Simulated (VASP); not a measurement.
# WS2 in VASP: notebook

Runs on WS2. Level: PBE+D3(BJ). Tasks: single point.

All numbers are computed with VASP 6.6.1; they aren't measurements. Logs are shortened: lines on timing, memory, paths and dates and some standing lists are left out, and cuts for length are marked.

### Step 1. The cell of the first run

The cell holds a slab with vacuum, 3 atoms: a = 3.097 Å, b = 3.144 Å, c = 32.291 Å, α = 90.00°, β = 90.00°, γ = 119.50°.

### Step 2. Single point, PBE+D3(BJ) (strain along x -0.020, then relaxed in part)

File INCAR:

```
  PREC = Accurate
  ENCUT = 520
  EDIFF = 1E-6
  ISMEAR = 0
  SIGMA = 0.02
  LREAL = F
  LASPH = T
  NELM = 100
  ALGO = Normal
  ISIF = 2
  LWAVE = F
  LCHARG = T
  LDIPOL = T
  IDIPOL = 3
  DIPOL = 0.5 0.5 0.500
  GGA = PE
  IVDW = 12
  LELF = T
  LVHAR = T
  LVACPOTAV = T
  NBANDS = 20
```

File KPOINTS:

```
Automatic mesh
0
Gamma
  12 12 1
```

File POSCAR:

```
WS2
1.0
    3.0965452618      0.0000000000      0.0000000000
   -1.5482726309      2.7364151640      0.0000000000
    0.0000000000      0.0000000000     32.2905332489
S W
2 1
Direct
    0.3337101009      0.6674202018      0.4508410044
    0.3337101009      0.6674202018      0.5491589956
    0.6659131315      0.3318262630      0.5000000000
```

Potentials or basis: VASP PAW PBE potentials, release 64 (S, W_sv).

Command:

```console
> cat potpaw_PBE.64/S/POTCAR potpaw_PBE.64/W_sv/POTCAR > POTCAR
> mpirun -np 1 vasp_std > vasp.out
```

OUTCAR:

```text
PREC = Accurate
   ENCUT = 520
   EDIFF = 1E-6
   ISMEAR = 0
   LREAL = F
   LASPH = T
   NELM = 100
   ISIF = 2
   GGA = PE
   IVDW = 12
 IVDW          = 12

 ion  position               nearest neighbor table
   1  0.334  0.667  0.451-   3 2.40   3 2.40   3 2.41
   2  0.334  0.667  0.549-   3 2.40   3 2.40   3 2.41
   3  0.666  0.332  0.500-   1 2.40   2 2.40   1 2.40   2 2.40   1 2.41   2 2.41

  LATTYP: Found a base centered orthorhombic cell.
 ALAT       =     3.0965452618
 B/A-ratio  =     1.7673987833
 C/A-ratio  =    10.4279222549

  Lattice vectors:

 A1 = (   1.5482726309,  -2.7364151640,   0.0000000000)
 A2 = (   1.5482726309,   2.7364151640,   0.0000000000)
 A3 = (   0.0000000000,   0.0000000000,  32.2905332489)

Analysis of symmetry for initial positions (statically):
=====================================================================
 Subroutine PRICEL returns:
 Original cell was already a primitive cell.

 Routine SETGRP: Setting up the symmetry group for a
 base centered orthorhombic supercell.

 Subroutine GETGRP returns: Found  4 space group operations
 (whereof  4 operations were pure point group operations)
 out of a pool of  8 trial point group operations.

The static configuration has the point symmetry C_2v.

Analysis of symmetry for dynamics (positions and initial velocities):
=====================================================================
 Subroutine PRICEL returns:
 Original cell was already a primitive cell.

 Routine SETGRP: Setting up the symmetry group for a
 base centered orthorhombic supercell.

 Subroutine GETGRP returns: Found  4 space group operations
 (whereof  4 operations were pure point group operations)
 out of a pool of  8 trial point group operations.

The dynamic configuration has the point symmetry C_2v.

 Subroutine INISYM returns: Found  4 space group operations
 (whereof  4 operations are pure point group operations),
 and found     1 'primitive' translations

----------------------------------------------------------------------------------------

                                     Primitive cell

  volume of cell :     273.6117

  direct lattice vectors                    reciprocal lattice vectors
     3.096545262  0.000000000  0.000000000     0.322940540  0.182720812  0.000000000
    -1.548272631  2.736415164  0.000000000     0.000000000  0.365441623  0.000000000
     0.000000000  0.000000000 32.290533249     0.000000000  0.000000000  0.030968829

  length of vectors
     3.096545262  3.144060446 32.290533249     0.371049171  0.365441623  0.030968829

  position of ions in fractional coordinates (direct lattice)
     0.333710101  0.667420202  0.450841004
     0.333710101  0.667420202  0.549158996
     0.665913131  0.331826263  0.500000000

  ion indices of the primitive-cell ions
   primitive index   ion index
                 1           1
                 2           2
                 3           3

----------------------------------------------------------------------------------------

 KPOINTS: Automatic mesh

Automatic generation of k-mesh.
 Grid dimensions read from file:
 generate k-points for:   12   12    1

 Generating k-lattice:

  Cartesian coordinates                     Fractional coordinates (reciprocal lattice)
     0.026911712  0.015226734  0.000000000     0.083333333  0.000000000  0.000000000
     0.000000000  0.030453469  0.000000000     0.000000000  0.083333333  0.000000000
     0.000000000  0.000000000  0.030968829     0.000000000  0.000000000  1.000000000

  Length of vectors
     0.030920764  0.030453469  0.030968829

  Shift w.r.t. Gamma in fractional coordinates (k-lattice)
     0.000000000  0.000000000  0.000000000

 Subroutine IBZKPT returns following result:
 ===========================================

 Found     43 irreducible k-points:

 Following reciprocal coordinates:
            Coordinates               Weight
  0.000000  0.000000  0.000000      1.000000
  0.083333  0.000000  0.000000      4.000000
  0.166667  0.000000  0.000000      4.000000
  0.250000  0.000000  0.000000      4.000000
  0.333333  0.000000  0.000000      4.000000
  0.416667  0.000000  0.000000      4.000000
[... 16 lines left out ...]
  0.333333  0.166667  0.000000      4.000000
  0.416667  0.166667  0.000000      4.000000
 [... further k-points ...]
   k-points           NKPTS =     43   k-points in BZ     NKDIM =     43   number of bands    NBANDS=     20
   number of dos      NEDOS =    301   number of ions     NIONS =      3
   total plane-waves  NPLWV = 138240
   dimension x,y,z NGX =    24 NGY =   24 NGZ =  240
   dimension x,y,z NGXF=    48 NGYF=   48 NGZF=  480
   ions per type =               2   1
   NGX,Y,Z   is equivalent  to a cutoff of  12.89, 12.69, 12.36 a.u.
   NGXF,Y,Z  is equivalent  to a cutoff of  25.77, 25.38, 24.71 a.u.
 SYSTEM =  unknown system
   PREC   = accura    normal or accurate (medium, high low for compatibility)
   ISTART =      0    job   : 0-new  1-cont  2-samecut
   ICHARG =      2    charge: 1-file 2-atom 10-const
   ISPIN  =      1    spin polarized calculation?
   LNONCOLLINEAR =      F non collinear calculations
   LSORBIT =      F    spin-orbit coupling
   LASPH  =      T    aspherical Exc in radial PAW
   ENCUT  =  520.0 eV  38.22 Ry    6.18 a.u.   5.76  5.85 60.04*2*pi/ulx,y,z
   NELM   =    100;   NELMIN=  2; NELMDL= -5     # of ELM steps
   EDIFF  = 0.1E-05   stopping-criterion for ELM
   LREAL  =      F    real-space projection
   EDIFFG = 0.1E-04   stopping-criterion for IOM
   NSW    =      0    number of steps for IOM
   IBRION =     -1    ionic relax: 0-MD 1-quasi-New 2-CG
   NFREE  =      0    steps in history (QN), initial steepest desc. (CG)
   ISIF   =      2    stress and relaxation
   ISYM   =      2    0-nonsym 1-usesym 2-fastsym
   POTIM  = 0.5000    time-step for ionic-motion
   TEBEG  =    0.0;   TEEND  =   0.0 temperature during run
   PSTRESS=    0.0 pullay stress
   NELECT =      26.0000    total number of electrons
   NUPDOWN=      -1.0000    fix difference up-down
   EMIN   =  10.00;   EMAX   =-10.00  energy-range for DOS
   EFERMI =   0.00;   METHOD = LEGACY
   ISMEAR =     0;   SIGMA  =   0.02  broadening in eV -4-tet -1-fermi 0-gaus
   EFERMI_NEDOS =   21; number of points for ismear=-14 and -15
   IALGO  =     38    algorithm
   IMIX   =      4    mixing-type and parameters
     AMIX     =   0.40;   BMIX     =  1.00
     AMIX_MAG =   1.60;   BMIX_MAG =  1.00
  volume/ion in A,a.u.               =      91.20       615.47
  Fermi-wavevector in a.u.,A,eV,Ry     =   0.747058  1.411735  7.593355  0.558096
  Thomas-Fermi vector in A             =   1.843024
   LORBIT       =      0    0 simple, 1 ext, 2 COOP (PROOUT), +10 PAW based schemes
   GGA     = PE    functional components
   LHFCALC =     F    Hartree Fock is set to
   AEXX    =    0.0000 exact exchange contribution
   IVDW    =    12    specifies the selected vdW correction
   LEPSILON=     F    determine dielectric tensor
   LRPA    =     F    only Hartree local field effects (RPA)
 non-spin polarized calculation
 Gauss-broadening in eV      SIGMA  =   0.02
  energy-cutoff  :      520.00
  volume of cell :      273.61
 maximum number of plane-waves:      7422
   NGX = 11   NGY = 11   NGZ =121

 number of electron      25.9999999 magnetization

 dipolmoment           0.000000      0.000000     -0.000000 electrons x Angstroem

 Free energy of the ion-electron system (eV)
  ---------------------------------------------------
  ext. energy  EPLUGINS =         0.00000000
  ---------------------------------------------------
  free energy    TOTEN  =       -23.63050158 eV

  energy without entropy =      -23.63050158  energy(sigma->0) =      -23.63050158

 E-fermi :  -3.0427     XC(G=0):  -2.4623

 val. band max:       -3.1846360810   @ k =   0.3333   0.3333   0.0000
 cond. band min:      -1.2677374814   @ k =  -0.3333   0.1667   0.0000
 fundamental gap:      1.9168985996
 Fermi energy:        -3.0426552616

 k-point     1 :       0.0000    0.0000    0.0000
  band No.  band energies     occupation
      1     -77.1607      2.00000
      2     -41.4369      2.00000
      3     -41.2447      2.00000
      4     -41.2057      2.00000
      5     -18.1103      2.00000
      6     -16.4985      2.00000
[... 12 lines left out ...]
     19       2.0508      0.00000
     20       2.4260      0.00000

 k-point     2 :       0.0833    0.0000    0.0000
  band No.  band energies     occupation
      1     -77.1592      2.00000
      2     -41.4319      2.00000
      3     -41.2581      2.00000
      4     -41.2268      2.00000
      5     -17.9869      2.00000
      6     -16.4497      2.00000
[... 12 lines left out ...]
     19       2.1968      0.00000
     20       2.6009      0.00000

 k-point     3 :       0.1667    0.0000    0.0000
  band No.  band energies     occupation
      1     -77.1551      2.00000
      2     -41.4181      2.00000
      3     -41.3211      2.00000
      4     -41.2572      2.00000
      5     -17.6351      2.00000
      6     -16.3104      2.00000
[... 12 lines left out ...]
     19       2.6200      0.00000
     20       3.0403      0.00000

 k-point     4 :       0.2500    0.0000    0.0000
  band No.  band energies     occupation
      1     -77.1496      2.00000
      2     -41.4205      2.00000
      3     -41.3992      2.00000
      4     -41.2836      2.00000
      5     -17.1099      2.00000
      6     -16.1041      2.00000
[... 12 lines left out ...]
     19       3.2746      0.00000
     20       3.7425      0.00000

 k-point     5 :       0.3333    0.0000    0.0000
  band No.  band energies     occupation
      1     -77.1440      2.00000
      2     -41.5199      2.00000
      3     -41.3802      2.00000
      4     -41.3083      2.00000
      5     -16.5100      2.00000
      6     -15.8746      2.00000
[... 12 lines left out ...]
     19       3.9786      0.00000
     20       4.1994      0.00000

 k-point     6 :       0.4167    0.0000    0.0000
  band No.  band energies     occupation
      1     -77.1399      2.00000
      2     -41.5919      2.00000
      3     -41.3663      2.00000
      4     -41.3260      2.00000
      5     -15.9961      2.00000
      6     -15.6874      2.00000
[... 12 lines left out ...]
     19       4.2876      0.00000
     20       4.4371      0.00000

 k-point     7 :       0.5000    0.0000    0.0000
  band No.  band energies     occupation
      1     -77.1384      2.00000
      2     -41.6181      2.00000
      3     -41.3612      2.00000
      4     -41.3325      2.00000
      5     -15.7842      2.00000
      6     -15.6138      2.00000
[... 12 lines left out ...]
     19       4.3946      0.00000
     20       4.6623      0.00000
[... 277 lines left out ...]
 k-point    20 :       0.0833    0.1667    0.0000
  band No.  band energies     occupation
      1     -77.1524      2.00000
      2     -41.4080      2.00000
      3     -41.3948      2.00000
      4     -41.2509      2.00000
      5     -17.3324      2.00000
      6     -16.2045      2.00000
[... 12 lines left out ...]
     19       3.0095      0.00000
     20       3.4459      0.00000

 k-point    21 :       0.1667    0.1667    0.0000
  band No.  band energies     occupation
      1     -77.1476      2.00000
      2     -41.4582      2.00000
      3     -41.3917      2.00000
      4     -41.2952      2.00000
      5     -16.8519      2.00000
      6     -16.0164      2.00000
[... 12 lines left out ...]
     19       3.6618      0.00000
     20       4.1490      0.00000

 k-point    22 :       0.2500    0.1667    0.0000
  band No.  band energies     occupation
      1     -77.1427      2.00000
      2     -41.5194      2.00000
      3     -41.3751      2.00000
      4     -41.3430      2.00000
      5     -16.3033      2.00000
      6     -15.7998      2.00000
[... 12 lines left out ...]
     19       4.4176      0.00000
     20       4.4631      0.00000

 k-point    23 :       0.3333    0.1667    0.0000
  band No.  band energies     occupation
      1     -77.1390      2.00000
      2     -41.5658      2.00000
      3     -41.3781      2.00000
      4     -41.3626      2.00000
      5     -15.8353      2.00000
      6     -15.6154      2.00000
[... 12 lines left out ...]
     19       5.0203      0.00000
     20       5.2694      0.00000

 k-point    24 :       0.4167    0.1667    0.0000
  band No.  band energies     occupation
      1     -77.1374      2.00000
      2     -41.5858      2.00000
      3     -41.3909      2.00000
      4     -41.3575      2.00000
      5     -15.6347      2.00000
      6     -15.5342      2.00000
[... 12 lines left out ...]
     19       5.4182      0.00000
     20       6.0420      0.00000

 [... further k-points ...]

------------------------ aborting loop because EDIFF is reached ----------------------------------------

 vacuum level on the upper side and lower side of the slab       (xc-potential included)        -0.131        -0.131

 Edisp (eV)   -0.94722

 E8    (eV) :    -0.4263

  FORCE on cell =-STRESS in cart. coord.  units (eV):
  Direction    XX          YY          ZZ          XY          YZ          ZX
  --------------------------------------------------------------------------------------
  -------------------------------------------------------------------------------------
  Total       1.72893     0.29732    -0.01795     0.00000     0.00000     0.00000
  in kB      10.12400     1.74103    -0.10510     0.00000     0.00000     0.00000
  external pressure =        3.92 kB  Pullay stress =        0.00 kB

 VOLUME and BASIS-vectors are now :
 -----------------------------------------------------------------------------
  energy-cutoff  :      520.00
  volume of cell :      273.61
      direct lattice vectors                 reciprocal lattice vectors
     3.096545262  0.000000000  0.000000000     0.322940540  0.182720812  0.000000000
    -1.548272631  2.736415164  0.000000000     0.000000000  0.365441623  0.000000000
     0.000000000  0.000000000 32.290533249     0.000000000  0.000000000  0.030968829

 POSITION                                       TOTAL-FORCE (eV/Angst)
 -----------------------------------------------------------------------------------
      0.00000      1.82634     14.55790         0.000000      0.002946     -0.002907
      0.00000      1.82634     17.73264         0.000000      0.002946      0.002907
      1.54827      0.90801     16.14527        -0.000000     -0.005892      0.000000
 -----------------------------------------------------------------------------------
    total drift:                               -0.000000     -0.000040     -0.000000

  FREE ENERGIE OF THE ION-ELECTRON SYSTEM (eV)
  ---------------------------------------------------
  free  energy   TOTEN  =       -24.5777182177 eV

  energy  without entropy=      -24.5777182177  energy(sigma->0) =      -24.57771822

 vacuum level on the upper side and lower side of the slab         2.423         2.423
```

Run time: 5.8 min. Hardware: 1 thread of Intel Xeon Platinum 8488C (Sapphire Rapids), shared host; peak memory 0.49 GiB.

What came out:

```yaml
Free_energy: -24.5777 eV
Largest_force: 0.006 eV/Å
Band_gap_on_the_k_mesh: 1.92 eV (least direct gap 2.07 eV)
Dispersion_energy_per_atom: -0.316 eV
Ionisation_potential_of_the_upper_face: 5.61 eV
```

Forces on the atoms (eV/Å):
```
S    0.000  0.003 -0.003
S    0.000  0.003  0.003
W    0.000 -0.006  0.000
```

Caveat: the cell differs from its parent crystal (strain along x -0.020, then relaxed in part); spin-orbit coupling is left out, which moves the levels of the heavy elements.

### Step 3. Single point, PBE+D3(BJ) (strain along y -0.020, then relaxed in part)

File INCAR:

```
SYSTEM = WS2
ALGO = Normal
DIPOL = 0.5 0.5 0.500
EDIFF = 1E-7
ENCUT = 520
GGA = PE
IDIPOL = 3
ISIF = 2
ISMEAR = 0
IVDW = 12
LASPH = .True.
LCHARG = .False.
LDIPOL = .True.
LREAL = .False.
LWAVE = .False.
NBANDS = 20
NELM = 100
PREC = Accurate
SIGMA = 0.02
```

File KPOINTS:

```
k-points
0
Gamma
  12 12 1
  0 0 0
```

File POSCAR:

```
WS2
1.0
    3.1597400630      0.0000000000      0.0000000000
   -1.5798700315      2.6816868607      0.0000000000
    0.0000000000      0.0000000000     32.2905332489
S W
2 1
Direct
    0.3329263779      0.6658527558      0.4508411870
    0.3329263779      0.6658527558      0.5491588130
    0.6674805775      0.3349611550      0.5000000000
```

Potentials or basis: VASP PAW PBE potentials, release 64 (S, W_sv).

Command:

```console
> cat potpaw_PBE.64/S/POTCAR potpaw_PBE.64/W_sv/POTCAR > POTCAR
> mpirun -np 1 vasp_std > vasp.out
```

Run time: 5.7 min. Hardware: 1 thread of Intel Xeon Platinum 8488C (Sapphire Rapids), shared host; peak memory 0.5 GiB.

Results (log left out):

```
Free energy                : -24.5779 eV
Largest force              : 0.006 eV/Å
Band gap on the k mesh     : 1.93 eV (least direct gap 2.07 eV)
Dispersion energy per atom : -0.316 eV
```

Forces in eV/Å, atoms in the order of the input:
```
S    0.000 -0.003 -0.003
S    0.000 -0.003  0.003
W    0.000  0.006  0.000
```

Levels at points of the mesh, in eV from the valence-band top:
```tsv
k point	band 11	band 12	band 13	band 14	band 15	band 16
(0.00, 0.00, 0.00)	-1.56	-1.41	-0.28	2.95	3.00	3.07
(0.50, 0.00, 0.00)	-2.34	-1.07	-1.03	3.05	3.46	4.10
(0.00, 0.50, 0.00)	-2.27	-1.29	-0.93	3.13	3.43	4.00
```

Caveat: the cell differs from its parent crystal (strain along y -0.020, then relaxed in part); spin-orbit coupling is left out, which moves the levels of the heavy elements.

### Step 4. Single point, PBE+D3(BJ) (strain along x +0.020, then relaxed in part)

File INCAR:

```
SYSTEM = WS2
PREC     = Accurate       ! precision mode
ENCUT    = 520            ! plane-wave cutoff, eV
EDIFF    = 1E-6           ! SCF threshold, eV
ISMEAR   = 0              ! smearing method
SIGMA    = 0.02           ! smearing width, eV
LREAL    = .FALSE.        ! projectors in reciprocal space
LASPH    = .TRUE.         ! aspherical terms in the spheres
NELM     = 60             ! most SCF steps
ALGO     = Normal         ! electronic algorithm
ISIF     = 2              ! what is computed and relaxed
LWAVE    = .FALSE.        ! write WAVECAR
LCHARG   = .TRUE.         ! write CHGCAR
LDIPOL   = .TRUE.       
IDIPOL   = 3            
DIPOL    = 0.5 0.5 0.500
GGA      = PE             ! functional
IVDW     = 12             ! dispersion correction
LELF     = .TRUE.         ! ELF
LVHAR    = .TRUE.       
LVACPOTAV= .TRUE.       
NBANDS   = 20             ! bands
```

File KPOINTS:

```
Automatic mesh
0
G
  12 12 1
  0 0 0
```

File POSCAR:

```
WS2
1.0
    3.2229348643      0.0000000000      0.0000000000
   -1.6114674321      2.7364151640      0.0000000000
    0.0000000000      0.0000000000     32.2905332489
S W
2 1
Direct
    0.3329548182      0.6659096364      0.4515459704
    0.3329548182      0.6659096364      0.5484540296
    0.6674236970      0.3348473940      0.5000000000
```

Command:

```console
> cat potpaw_PBE.64/S/POTCAR potpaw_PBE.64/W_sv/POTCAR > POTCAR
> mpirun -np 1 vasp_std > vasp.out
```

Wall time 5.2 min (1 thread of Intel Xeon Platinum 8488C (Sapphire Rapids), shared host); peak memory 0.51 GiB.

Results (log left out):

```yaml
Free_energy: -24.5796 eV
Largest_force: 0.006 eV/Å
Band_gap_on_the_k_mesh: 1.78 eV
Dispersion_energy_per_atom: -0.304 eV
Ionisation_potential_of_the_upper_face: 5.70 eV
```

Forces in eV/Å, atoms in the order of the input:
```
S    0.000 -0.003 -0.006
S    0.000 -0.003  0.006
W    0.000  0.006  0.000
```

Levels at points of the mesh, in eV from the valence-band top:
| k point | band 9 | band 10 | band 11 | band 12 | band 13 | band 14 | band 15 | band 16 | band 17 | band 18 |
| --- | --- | --- | --- | --- | --- | --- | --- | --- | --- | --- |
| (0.00, 0.00, 0.00) | -2.75 | -2.08 | -1.71 | -1.57 | -0.01 | 2.81 | 2.93 | 2.94 | 3.13 | 4.96 |
| (0.50, 0.00, 0.00) | -4.42 | -3.34 | -2.13 | -1.23 | -0.95 | 2.78 | 3.29 | 4.08 | 4.74 | 5.08 |
| (0.00, 0.50, 0.00) | -4.39 | -3.56 | -2.06 | -1.43 | -0.85 | 2.84 | 3.29 | 4.00 | 4.67 | 5.15 |

Caveat: the cell differs from its parent crystal (strain along x +0.020, then relaxed in part); spin-orbit coupling is left out, which moves the levels of the heavy elements.

(Part 1 of 2 ends here.)
